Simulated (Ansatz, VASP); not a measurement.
**Two plane-wave programs on TiAl3**

```xyz
4
Lattice="0.0000 3.1974 3.1974 3.1974 0.0000 3.1974 3.1974 3.1974 0.0000" Properties=species:S:1:pos:R:3 pbc="T T T"
Ti    3.1974    3.1974    3.1974
Al    0.0000    0.0000    0.0000
Al    1.5987    1.5987    1.5987
Al    4.7961    4.7961    4.7961
```

Alike in both runs: functional PBE; k mesh 12 × 12 × 12; occupations gaussian, width 0.1 eV; no spin polarisation.

Ansatz relaxed the structure, and its values are those at the end. VASP's run is a single point on that final structure, the one shown.

```csv
,VASP,Ansatz
version,VASP 6.6.1,Ansatz 0.2.0
potentials or method,"VASP PAW PBE potentials, release 64 (Ti_sv, Al), cutoff 520 eV","scalar-relativistic, plane waves, PAW"
valence electrons in the cell,21,21
```

|  | VASP | Ansatz | Ansatz less VASP |
| --- | --- | --- | --- |
| gap on the k mesh at the Fermi level (eV) | none | none | - |
| pressure (GPa) | -0.1 | 0.0 | +0.05 |

A gap of «none» marks a metal or a gap that the smearing closes.
